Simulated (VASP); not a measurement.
**LiF: single point with PBE**

LiF:

```
Li F
1.0
     3.15553    0.00000    0.00000
    -1.57776    2.73277    0.00000
     0.00000    0.00000    4.95263
Li F
2 2
Direct
  0.33333 0.66667 0.38090
  0.66667 0.33333 0.88090
  0.33333 0.66667 0.99410
  0.66667 0.33333 0.49410
```

```json
{
  "Program": "VASP 6.6.1",
  "Task": "single point",
  "Functional": "PBE",
  "Potentials or basis": "VASP PAW PBE potentials, release 64 (Li_sv, F)",
  "Cutoff": "520 eV",
  "k mesh": "9 × 9 × 4",
  "Occupations": "gaussian, width 0.01 eV",
  "Spin": "no spin polarisation",
  "Dipole correction": "no",
  "Further INCAR settings": "ALGO = Normal; EDIFF = 1e-06; NBANDS = 18"
}
```

| Quantity | Value |
| --- | --- |
| Largest force | 0.004 eV/Å |
| Band gap on the k mesh | 7.44 eV |

Forces in eV/Å, atoms in the order of the input:
```
Li   0.000  0.000 -0.004
Li   0.000  0.000 -0.004
F    0.000  0.000  0.004
F    0.000  0.000  0.004
```

Levels at points of the mesh, in eV from the valence-band top:
```tsv
k point	band 8	band 9	band 10	band 11	band 12	band 13
(0.00, 0.00, 0.00)	-0.13	-0.13	0.00	7.44	11.61	14.57
(0.00, 0.00, 0.50)	-0.27	-0.27	-0.27	9.08	9.08	17.02
```

Run time: 21 s on 1 thread of Intel(R) Xeon(R) Platinum 8488C (Sapphire Rapids), on a shared host, peak memory 0.15 GiB.

Caveat: an odd mesh through Γ misses points on the zone boundary, where band edges can lie.
